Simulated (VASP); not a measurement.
# TaCl3F (R3m) in VASP: relaxation of cell and atoms with PBE

Aim: the relaxation of cell and atoms of TaCl3F with PBE.

Everything below comes from runs of VASP 6.6.1. Logs are shortened: lines on timing, memory, paths and dates and some standing lists are left out, and cuts for length are marked.

### Step 1. The cell of the first run

It takes space group R3m (No. 160, trigonal). The conventional cell has a = 6.851 Å, b = 6.851 Å, c = 8.696 Å, α = 90.00°, β = 90.00°, γ = 120.00°. Within 3.0 Å of Ta (site symmetry 3m) lie 6 Cl at 2.26 to 2.67 Å. Within 3.0 Å of Cl (site symmetry m) lie 2 Ta at 2.26 to 2.67 Å. Within 4.7 Å of F (site symmetry 3m) lie 12 Cl at 3.43 to 3.53 Å and 8 Ta at 4.09 to 4.60 Å.

The cell was built from a structure type or drawn by symmetry, and may not be a known phase.

### Step 2. Relaxation of cell and atoms, PBE

INCAR reads:

```
SYSTEM = TaCl3F
ALGO = Normal
EDIFF = 1E-7
EDIFFG = -0.08
ENCUT = 600
GGA = PE
GGA_COMPAT = .False.
IBRION = 2
ISIF = 3
ISMEAR = 0
LASPH = .True.
LCHARG = .False.
LREAL = .False.
LWAVE = .False.
NELM = 120
NELMIN = 4
NSW = 36
PREC = Accurate
SIGMA = 0.15
```

KPOINTS reads:

```
k-points
0
Gamma
  3 3 3
  0 0 0
```

POSCAR reads:

```
TaCl3F
1.0
    3.4253481900      1.9776257000      2.8987315900
   -3.4253481900      1.9776257000      2.8987315900
    0.0000000000     -3.9552514000      2.8987315900
Ta Cl F
1 3 1
Direct
    0.5394300200      0.5394300200      0.5394300200
    0.5069299900      0.9987400200      0.5069299900
    0.5069299900      0.5069299900      0.9987400200
    0.9987400200      0.5069299900      0.5069299900
    0.0100000000      0.0100000000      0.0100000000
```

Potentials or basis: VASP PAW PBE potentials, release 64 (Ta_pv, Cl, F).

Launch:

```console
$ cat potpaw_PBE.64/Ta_pv/POTCAR potpaw_PBE.64/Cl/POTCAR potpaw_PBE.64/F/POTCAR > POTCAR
$ mpirun -np 1 vasp_std > vasp.out
```

OUTCAR:

```text
SYSTEM = TaCl3F
   EDIFF = 1E-7
   EDIFFG = -0.08
   ENCUT = 600
   GGA = PE
   IBRION = 2
   ISIF = 3
   ISMEAR = 0
   LASPH = .True.
   LREAL = .False.
   NELM = 120
   NELMIN = 4
   NSW = 36
   PREC = Accurate

 ion  position               nearest neighbor table
   1  0.539  0.539  0.539-   2 2.26   4 2.26   3 2.26   2 2.67   4 2.67   3 2.67
   2  0.507  0.999  0.507-   1 2.26   1 2.67
   3  0.507  0.507  0.999-   1 2.26   1 2.67
   4  0.999  0.507  0.507-   1 2.26   1 2.67
   5  0.010  0.010  0.010-

  LATTYP: Found a trigonal (rhomboedric) cell.
 ALAT       =     4.9037392328
 COS(alpha) =     0.0241463078

  Lattice vectors:

 A1 = (   3.4253481900,   1.9776257000,   2.8987315900)
 A2 = (  -3.4253481900,   1.9776257000,   2.8987315900)
 A3 = (   0.0000000000,  -3.9552514000,   2.8987315900)

Analysis of symmetry for initial positions (statically):
=====================================================================
 Subroutine PRICEL returns:
 Original cell was already a primitive cell.

 Routine SETGRP: Setting up the symmetry group for a
 trigonal (rhombohedral) supercell.

 Subroutine GETGRP returns: Found  6 space group operations
 (whereof  6 operations were pure point group operations)
 out of a pool of 12 trial point group operations.

The static configuration has the point symmetry C_3v.

Analysis of symmetry for dynamics (positions and initial velocities):
=====================================================================
 Subroutine PRICEL returns:
 Original cell was already a primitive cell.

 Routine SETGRP: Setting up the symmetry group for a
 trigonal (rhombohedral) supercell.

 Subroutine GETGRP returns: Found  6 space group operations
 (whereof  6 operations were pure point group operations)
 out of a pool of 12 trial point group operations.

The dynamic configuration has the point symmetry C_3v.

 Subroutine INISYM returns: Found  6 space group operations
 (whereof  6 operations are pure point group operations),
 and found     1 'primitive' translations

----------------------------------------------------------------------------------------

                                     Primitive cell

  volume of cell :     117.8170

  direct lattice vectors                    reciprocal lattice vectors
     3.425348190  1.977625700  2.898731590     0.145970562  0.084276143  0.114992825
    -3.425348190  1.977625700  2.898731590    -0.145970562  0.084276143  0.114992825
     0.000000000 -3.955251400  2.898731590     0.000000000 -0.168552286  0.114992825

  length of vectors
     4.903739233  4.903739233  4.903739233     0.204042209  0.204042209  0.204042209

  position of ions in fractional coordinates (direct lattice)
     0.539430020  0.539430020  0.539430020
     0.506929990  0.998740020  0.506929990
     0.506929990  0.506929990  0.998740020
     0.998740020  0.506929990  0.506929990
     0.010000000  0.010000000  0.010000000

  ion indices of the primitive-cell ions
   primitive index   ion index
                 1           1
                 2           2
                 3           3
                 4           4
                 5           5

----------------------------------------------------------------------------------------

 KPOINTS: k-points

Automatic generation of k-mesh.
 Grid dimensions read from file:
 generate k-points for:    3    3    3

 Generating k-lattice:

  Cartesian coordinates                     Fractional coordinates (reciprocal lattice)
     0.048656854  0.028092048  0.038330942     0.333333333 -0.000000000 -0.000000000
    -0.048656854  0.028092048  0.038330942    -0.000000000  0.333333333 -0.000000000
     0.000000000 -0.056184095  0.038330942    -0.000000000 -0.000000000  0.333333333

  Length of vectors
     0.068014070  0.068014070  0.068014070

  Shift w.r.t. Gamma in fractional coordinates (k-lattice)
     0.000000000  0.000000000  0.000000000

 Subroutine IBZKPT returns following result:
 ===========================================

 Found      6 irreducible k-points:

 Following reciprocal coordinates:
            Coordinates               Weight
  0.000000  0.000000  0.000000      1.000000
  0.333333 -0.000000  0.000000      6.000000
  0.333333  0.333333  0.000000      6.000000
 -0.333333  0.333333  0.000000      6.000000
  0.333333  0.333333  0.333333      2.000000
 -0.333333  0.333333  0.333333      6.000000
   k-points           NKPTS =      6   k-points in BZ     NKDIM =      6   number of bands    NBANDS=     23
   number of dos      NEDOS =    301   number of ions     NIONS =      5
   total plane-waves  NPLWV =  64000
   dimension x,y,z NGX =    40 NGY =   40 NGZ =   40
   dimension x,y,z NGXF=    80 NGYF=   80 NGZF=   80
   ions per type =               1   3   1
   NGX,Y,Z   is equivalent  to a cutoff of  13.56, 13.56, 13.56 a.u.
   NGXF,Y,Z  is equivalent  to a cutoff of  27.12, 27.12, 27.12 a.u.
 SYSTEM =  TaCl3F
   PREC   = accura    normal or accurate (medium, high low for compatibility)
   ISTART =      0    job   : 0-new  1-cont  2-samecut
   ICHARG =      2    charge: 1-file 2-atom 10-const
   ISPIN  =      1    spin polarized calculation?
   LNONCOLLINEAR =      F non collinear calculations
   LSORBIT =      F    spin-orbit coupling
   LASPH  =      T    aspherical Exc in radial PAW
   ENCUT  =  600.0 eV  44.10 Ry    6.64 a.u.   9.79  9.79  9.79*2*pi/ulx,y,z
   NELM   =    120;   NELMIN=  4; NELMDL= -5     # of ELM steps
   EDIFF  = 0.1E-06   stopping-criterion for ELM
   LREAL  =      F    real-space projection
   EDIFFG = -.8E-01   stopping-criterion for IOM
   NSW    =     36    number of steps for IOM
   IBRION =      2    ionic relax: 0-MD 1-quasi-New 2-CG
   NFREE  =      1    steps in history (QN), initial steepest desc. (CG)
   ISIF   =      3    stress and relaxation
   ISYM   =      2    0-nonsym 1-usesym 2-fastsym
   POTIM  = 0.5000    time-step for ionic-motion
   TEBEG  =    0.0;   TEEND  =   0.0 temperature during run
   PSTRESS=    0.0 pullay stress
   NELECT =      39.0000    total number of electrons
   NUPDOWN=      -1.0000    fix difference up-down
   EMIN   =  10.00;   EMAX   =-10.00  energy-range for DOS
   EFERMI =   0.00;   METHOD = LEGACY
   ISMEAR =     0;   SIGMA  =   0.15  broadening in eV -4-tet -1-fermi 0-gaus
   EFERMI_NEDOS =   21; number of points for ismear=-14 and -15
   IALGO  =     38    algorithm
   IMIX   =      4    mixing-type and parameters
     AMIX     =   0.40;   BMIX     =  1.00
     AMIX_MAG =   1.60;   BMIX_MAG =  1.00
  volume/ion in A,a.u.               =      23.56       159.01
  Fermi-wavevector in a.u.,A,eV,Ry     =   1.132471  2.140059 17.449337  1.282490
  Thomas-Fermi vector in A             =   2.269172
   LORBIT       =      0    0 simple, 1 ext, 2 COOP (PROOUT), +10 PAW based schemes
   GGA     = PE    functional components
   LHFCALC =     F    Hartree Fock is set to
   AEXX    =    0.0000 exact exchange contribution
   IVDW    =     0    specifies the selected vdW correction
   LEPSILON=     F    determine dielectric tensor
   LRPA    =     F    only Hartree local field effects (RPA)
 conjugate gradient relaxation of ions
 non-spin polarized calculation
 Gauss-broadening in eV      SIGMA  =   0.15
  energy-cutoff  :      600.00
  volume of cell :      117.82
 maximum number of plane-waves:      3945
   NGX = 19   NGY = 19   NGZ = 19

--------------------------------------- Ionic step        1  -------------------------------------------

 number of electron      38.9999997 magnetization

 Free energy of the ion-electron system (eV)
  ---------------------------------------------------
  ext. energy  EPLUGINS =         0.00000000
  ---------------------------------------------------
  free energy    TOTEN  =       -22.88363454 eV

  energy without entropy =      -22.81762615  energy(sigma->0) =      -22.85063034

------------------------ aborting loop because EDIFF is reached ----------------------------------------

  FORCE on cell =-STRESS in cart. coord.  units (eV):
  Direction    XX          YY          ZZ          XY          YZ          ZX
  --------------------------------------------------------------------------------------
  -------------------------------------------------------------------------------------
  Total       -0.9262171     -0.9262171     -1.9892987     -0.0000000      0.0000000      0.0000000
  in kB      -12.5954964    -12.5954964    -27.0521953     -0.0000000      0.0000000      0.0000000
  external PRESSURE =     -17.4143960 kB  Pullay stress =       0.0000000 kB
[... 98 lines left out ...]
  FREE ENERGIE OF THE ION-ELECTRON SYSTEM (eV)
  ---------------------------------------------------
  free  energy   TOTEN  =       -23.2479661181 eV

  energy  without entropy=      -23.1791172131  energy(sigma->0) =      -23.21354167

[... ionic steps 4 to 9 ...]

--------------------------------------- Ionic step       10  -------------------------------------------

 number of electron      39.0000008 magnetization

------------------------ aborting loop because EDIFF is reached ----------------------------------------

  FORCE on cell =-STRESS in cart. coord.  units (eV):
  Direction    XX          YY          ZZ          XY          YZ          ZX
  --------------------------------------------------------------------------------------
  -------------------------------------------------------------------------------------
  Total        0.1464188      0.1464188      0.0675975      0.0000000      0.0000000      0.0000000
  in kB        2.1946560      2.1946560      1.0132114      0.0000000      0.0000000      0.0000000
  external PRESSURE =       1.8008411 kB  Pullay stress =       0.0000000 kB
[... 63 lines left out ...]
  energy  without entropy=      -23.2574232678  energy(sigma->0) =      -23.29949073

--------------------------------------- Ionic step       12  -------------------------------------------

 number of electron      39.0000005 magnetization

 Free energy of the ion-electron system (eV)
  ---------------------------------------------------
  ext. energy  EPLUGINS =         0.00000000
  ---------------------------------------------------
  free energy    TOTEN  =       -23.34202044 eV

  energy without entropy =      -23.25696856  energy(sigma->0) =      -23.29949450

 E-fermi :   2.2380     XC(G=0):  -9.0389

 val. band max:        2.0931851698   @ k =   0.0000   0.0000   0.0000
 cond. band min:       2.3185443671   @ k =  -0.3333   0.3333   0.0000
 fundamental gap:      0.2253591974
 Fermi energy:         2.2379852057

 k-point     1 :       0.0000    0.0000    0.0000
  band No.  band energies     occupation
      1     -34.6221      2.00000
      2     -34.6221      2.00000
      3     -34.6220      2.00000
      4     -16.4903      2.00000
      5     -15.3552      2.00000
      6     -14.5646      2.00000
[... 177 lines left out ...]
  FREE ENERGIE OF THE ION-ELECTRON SYSTEM (eV)
  ---------------------------------------------------
  free  energy   TOTEN  =       -23.3420204369 eV

  energy  without entropy=      -23.2569685593  energy(sigma->0) =      -23.29949450

 reached required accuracy - stopping structural energy minimisation
```

Run time: 2.8 min. Hardware: 1 thread of AMD EPYC 9R45 (Zen 5), shared host; peak memory 0.23 GiB.

Results:

```yaml
Free_energy: -23.3420 eV
Relaxed_volume: 21.55 Å³/atom
Relaxed_cell: a = 4.759 Å, b = 4.759 Å, c = 4.759 Å, α = 90.01°, β = 90.01°, γ = 90.01°
Space_group_after_relaxing_to_0.1_Å: Pm-3m (No. 221)
Energy_gained_by_relaxing: 91.7 meV/atom
Ionic_steps: 12
Pressure_after_relaxing: -0.4 GPa
Largest_force_after_relaxing: 0.062 eV/Å
Band_gap_on_the_k_mesh: zero (an odd number of electrons rules out a gap without spin polarisation)
```

Forces on the atoms (eV/Å):
```
Ta   0.000  0.000 -0.062
Cl   0.006 -0.004  0.020
Cl   0.000  0.007  0.020
Cl  -0.006 -0.004  0.020
F    0.000  0.000  0.001
```

The path:
```csv
step,energy change (eV),largest force (eV/Å),pressure (GPa),volume (Å³)
1,0.0000,1.8006,-1.74,117.82
2,-0.2969,0.9509,-2.75,113.50
3,-0.3643,0.8927,1.05,106.60
4,-0.4188,0.2885,-1.88,110.07
5,-0.4276,0.3094,-1.20,108.93
6,-0.4276,0.2789,-1.32,109.10
7,-0.4391,0.2151,1.29,105.32
8,-0.4425,0.2361,0.40,106.51
9,-0.4512,0.1503,0.27,106.71
10,-0.4536,0.2646,0.18,106.89
11,-0.4579,0.1243,-0.25,107.49
12,-0.4584,0.0623,-0.44,107.77
```

Final structure:
```
Ta Cl F
1.0
     3.36544    1.94304    2.74685
    -3.36544    1.94304    2.74685
     0.00000   -3.88608    2.74685
Ta Cl F
1 3 1
Direct
  0.51417 0.51417 0.51417
  0.51184 0.01336 0.51184
  0.51184 0.51184 0.01336
  0.01336 0.51184 0.51184
  0.01083 0.01083 0.01083
```

Caveat: the k points lie up to 0.44 Å⁻¹ apart in the final cell, too coarse for converged energies and pressures of a metal; spin-orbit coupling is left out, which moves the levels of the heavy elements; an odd number of electrons without spin polarisation forces a metal; a magnetic or distorted state may lie lower; the relaxation stopped at a loose force limit of 0.08 eV/Å, so its end isn't a converged minimum.
